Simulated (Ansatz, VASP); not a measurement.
## Two plane-wave programs on Se

```xyz
2
Lattice="2.6124 0.0000 0.0000 -1.3062 2.2624 0.0000 0.0000 0.0000 3.9262" Properties=species:S:1:pos:R:3 pbc="T T T"
Se    0.0000    1.5083    0.9816
Se    1.3062    0.7541    2.9447
```

Change from the starting cell: volume scaled by 0.52, PAW files.

Alike in both runs: task single point; functional PBE; k mesh 14 × 14 × 8; occupations fermi-dirac, width 0.08 eV; no spin polarisation.

|  | VASP | Ansatz |
| --- | --- | --- |
| version | VASP 6.6.1 | Ansatz 0.2.0 |
| potentials or method | VASP PAW PBE potentials, release 64 (Se) | PAW with Ansatz's default frozen-core files, scalar-relativistic |
| plane-wave cutoff (eV) | 520 | 420 |
| valence electrons in the cell | 12 | 32 |

|  | VASP | Ansatz | Ansatz less VASP |
| --- | --- | --- | --- |
| pressure (GPa) | 141.7 | 140.1 | -1.63 |
| traceless stress, the component that is largest in VASP (GPa) | 0.44 | 0.15 | -0.293 |

Both programs put the cell under a high pressure, so it lies far from rest at this level. The functional is the same, so the differences come from potentials, cutoffs and numerics. VASP's potentials hold 12 valence electrons a cell and Ansatz's 32, so a difference there can come from the potentials and not from the codes.

Noted on VASP's run: the cell as given lies far from equilibrium.
